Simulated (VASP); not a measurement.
Sb: single point with PBE

Sb:

```
Sb
1.0
     2.13974    1.23538    3.73278
    -2.13974    1.23538    3.73278
     0.00000   -2.47076    3.73278
Sb
2
Direct
  0.76651 0.76651 0.76651
  0.23349 0.23349 0.23349
```

```
Program                : VASP 6.6.1
Task                   : single point
Functional             : PBE
Potentials or basis    : VASP PAW PBE potentials, release 64 (Sb)
Cutoff                 : 520 eV
k mesh                 : 8 × 8 × 8
Occupations            : fermi-dirac, width 0.05 eV
Spin                   : no spin polarisation
Dipole correction      : no
Further INCAR settings : ALGO = Normal; EDIFF = 1e-07; NBANDS = 12
```

```json
{
 "Pressure": "4.1 GPa",
 "Largest force": "0.316 eV/Å",
 "Band gap on the k mesh": "zero (band 5 reaches 7.64 eV, above the bottom of band 6 at 7.34 eV)"
}
```

Forces on the atoms (eV/Å):
```
Sb   0.000  0.000 -0.316
Sb   0.000  0.000  0.316
```

Stress tensor (GPa, compression positive):
```
4.39 0.00 0.00
0.00 4.39 0.00
0.00 0.00 3.51
```

Levels at points of the mesh, in eV from the Fermi level:
```
           k point  band 2  band 3  band 4  band 5  band 6  band 7  band 8  band 9
(0.00, 0.00, 0.00)   -4.78   -2.22   -1.94   -1.94    1.97    2.63    2.63    4.97
(0.50, 0.00, 0.00)   -9.83   -2.10   -1.97   -0.39   -0.30    0.09    0.39    7.49
(0.50, 0.50, 0.00)   -8.14   -5.64   -3.95   -3.85    1.36    4.96    5.53    7.03
(0.50, 0.50, 0.50)   -9.16   -1.45   -1.45   -0.55    0.01    0.01    1.09    6.94
```

Wall time 44 s on 1 thread of Intel Xeon 6975P-C, on a shared host, peak memory 0.22 GiB.

Caveat: spin-orbit coupling is left out, which moves the levels of the heavy elements.
